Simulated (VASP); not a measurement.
# Ru (P6_3/mmc) in VASP: further runs, part 2 of 2

VASP 6.6.1. Earlier steps stand in the parts before.

**3. Single point, LDA**

INCAR

```
SYSTEM = Ru
PREC     = Accurate       ! precision mode
ENCUT    = 520            ! plane-wave cutoff, eV
EDIFF    = 1E-6           ! SCF threshold, eV
ISMEAR   = 1              ! smearing method
SIGMA    = 0.03           ! smearing width, eV
LREAL    = .False.        ! projectors in reciprocal space
LASPH    = .True.         ! aspherical terms in the spheres
NELM     = 60             ! most SCF steps
ALGO     = Normal         ! electronic algorithm
ISIF     = 2              ! what is computed and relaxed
LWAVE    = .False.        ! write WAVECAR
LCHARG   = .True.         ! write CHGCAR
LELF     = .True.         ! ELF
LVHAR    = .True.       
NBANDS   = 21             ! bands
```

KPOINTS

```
regular mesh
0
Gamma
  13 13 8
  0 0 0
```

POSCAR

```
Ru
1.0
    2.6775346364      0.0000000000      0.0000000000
   -1.3387673182      2.3188130146      0.0000000000
    0.0000000000      0.0000000000      4.2181251212
Ru
2
Direct
    0.3333333333      0.6666666667      0.2500000000
    0.6666666667      0.3333333333      0.7500000000
```

Potentials or basis: VASP PAW LDA potentials, release 64 (Ru_pv).

The run is started by

```console
cat potpaw_LDA.64/Ru_pv/POTCAR > POTCAR
mpirun -np 1 vasp_std > vasp.out
```

OUTCAR:

```text
SYSTEM = Ru
   PREC = Accurate
   ENCUT = 520
   EDIFF = 1E-6
   ISMEAR = 1
   LREAL = .False.
   LASPH = .True.
   NELM = 60
   ISIF = 2

 ion  position               nearest neighbor table
   1  0.333  0.667  0.250-   2 2.61   2 2.61   2 2.61   2 2.61   2 2.61   2 2.61
   2  0.667  0.333  0.750-   1 2.61   1 2.61   1 2.61   1 2.61   1 2.61   1 2.61

  LATTYP: Found a hexagonal cell.
 ALAT       =     2.6775346364
 C/A-ratio  =     1.5753764914

  Lattice vectors:

 A1 = (   2.6775346364,   0.0000000000,   0.0000000000)
 A2 = (  -1.3387673182,   2.3188130146,   0.0000000000)
 A3 = (   0.0000000000,   0.0000000000,   4.2181251212)

[... 763 lines left out ...]

  FORCE on cell =-STRESS in cart. coord.  units (eV):
  Direction    XX          YY          ZZ          XY          YZ          ZX
  --------------------------------------------------------------------------------------
  -------------------------------------------------------------------------------------
  Total        0.1549628      0.1549628      0.0560309     -0.0000000      0.0000000      0.0000000
  in kB        9.4802061      9.4802061      3.4278184     -0.0000000      0.0000000      0.0000000
  external PRESSURE =       7.4627436 kB  Pullay stress =       0.0000000 kB

 VOLUME and BASIS-vectors are now :
 -----------------------------------------------------------------------------
  energy-cutoff  :      520.00
  volume of cell :       26.19
      direct lattice vectors                 reciprocal lattice vectors
     2.677534636  0.000000000  0.000000000     0.373477895  0.215627563  0.000000000
    -1.338767318  2.318813015  0.000000000     0.000000000  0.431255127  0.000000000
     0.000000000  0.000000000  4.218125121     0.000000000  0.000000000  0.237072152

 POSITION                                       TOTAL-FORCE (eV/Angst)
 -----------------------------------------------------------------------------------
     -0.00000      1.54588      1.05453         0.000000     -0.000000      0.000000
      1.33877      0.77294      3.16359        -0.000000      0.000000      0.000000
 -----------------------------------------------------------------------------------
    total drift:                               -0.000000      0.000000     -0.000000

  FREE ENERGIE OF THE ION-ELECTRON SYSTEM (eV)
  ---------------------------------------------------
  free  energy   TOTEN  =       -21.3893413823 eV

  energy  without entropy=      -21.3892100361  energy(sigma->0) =      -21.38929760
```

stdout:

```text
POSCAR found type information on POSCAR Ru
 POSCAR found :  1 types and       2 ions
 scaLAPACK will be used
 LDA part: xc-table for (Slater(with rela. corr.)+CA(PZ))
 , standard interpolation
 POSCAR, INCAR and KPOINTS ok, starting setup
 FFT: planning ... GRIDC
 FFT: planning ... GRID_SOFT
 FFT: planning ... GRID
 WAVECAR not read
 entering main loop
```

Run time: 47 s. Hardware: 1 thread of AMD EPYC 7R13, shared host; peak memory 0.13 GiB.

What came out:

```yaml
Free_energy: -21.3893 eV
Pressure: 0.7 GPa
Band_gap_on_the_k_mesh: zero (bands 14 and 15 overlap by 3.28 eV)
```

Stress tensor (GPa, compression positive):
```
0.95 0.00 0.00
0.00 0.95 0.00
0.00 0.00 0.34
```

**4. Single point, LDA, collinear spin, ferromagnetic start**

INCAR

```
SYSTEM = Ru
PREC = Accurate
ENCUT = 520
EDIFF = 1E-6
ISMEAR = -1
SIGMA = 0.05
LREAL = .FALSE.
LASPH = .TRUE.
NELM = 150
ALGO = Normal
ISIF = 2
LWAVE = .FALSE.
LCHARG = .FALSE.
ISPIN = 2
MAGMOM = 1 1
LORBIT = 11
LMAXMIX = 4
NBANDS = 25
```

KPOINTS

```
Automatic mesh
0
G
  13 13 8
  0 0 0
```

POSCAR

```
Ru
1.0
    2.6778378927      0.0000000000      0.0000000000
   -1.3389189463      2.3190756423      0.0000000000
    0.0000000000      0.0000000000      4.2151977369
Ru
2
Direct
    0.3333333333      0.6666666667      0.2500000000
    0.6666666667      0.3333333333      0.7500000000
```

The run is started by

```console
cat potpaw_LDA.64/Ru_pv/POTCAR > POTCAR
mpirun -np 1 vasp_std > vasp.out
```

It took 71 s on 1 thread of AMD EPYC 7R43 (Zen 3), shared host; peak memory 0.16 GiB.

The run converged. Its results:

* Free energy: -21.3949 eV
* Pressure: 1.0 GPa
* Band gap on the k mesh: zero (filled and empty bands overlap)
* Net moment: 0.00 μB per cell
* Valence electrons inside the program's atomic spheres: Ru 12.76

Stress tensor (GPa, compression positive):
```
0.96 0.00 0.00
0.00 0.96 0.00
0.00 0.00 1.07
```

Levels at points of the mesh, in eV from the Fermi level:
Spin up:
```tsv
k point	band 12	band 13	band 14	band 15	band 16	band 17
(0.00, 0.00, 0.00)	-2.08	-2.08	-1.57	-1.57	1.21	1.21
(0.00, 0.00, 0.50)	-3.01	-2.87	-2.87	0.54	0.54	0.54
```
Spin down:
```tsv
k point	band 11	band 12	band 13	band 14	band 15	band 16	band 17	band 18
(0.00, 0.00, 0.00)	-2.58	-2.08	-2.08	-1.57	-1.57	1.21	1.21	1.35
(0.00, 0.00, 0.50)	-3.01	-3.01	-2.87	-2.87	0.54	0.54	0.54	0.54
```

Caveat: an empty level that is flat over the whole mesh can mark a ghost state of the potentials, or a narrow d or f band.

**5. Overview**

| spin | cell | smearing | gap on the mesh (eV) | pressure (GPa) |
| --- | --- | --- | --- | --- |
| off | a = 2.678, b = 2.678, c = 4.218 Å, angles 90.0, 90.0, 120.0°, 2 atoms | methfessel-paxton 0.01 eV | none | 0.8 |
| off | a = 2.678, b = 2.678, c = 4.218 Å, angles 90.0, 90.0, 120.0°, 2 atoms | methfessel-paxton 0.03 eV | none | 0.7 |
| collinear, ferromagnetic start | a = 2.678, b = 2.678, c = 4.215 Å, angles 90.0, 90.0, 120.0°, 2 atoms | fermi-dirac 0.05 eV | none | 1.0 |

Alike in all rows: task single point; level LDA; potentials or basis VASP PAW LDA potentials, release 64 (Ru_pv); k mesh 13 × 13 × 8; cutoff (eV) 520.

Caveats: an empty level that is flat over the whole mesh can mark a ghost state of the potentials, or a narrow d or f band (at least some runs).

Absolute energies hang on the potentials; compare differences alone.
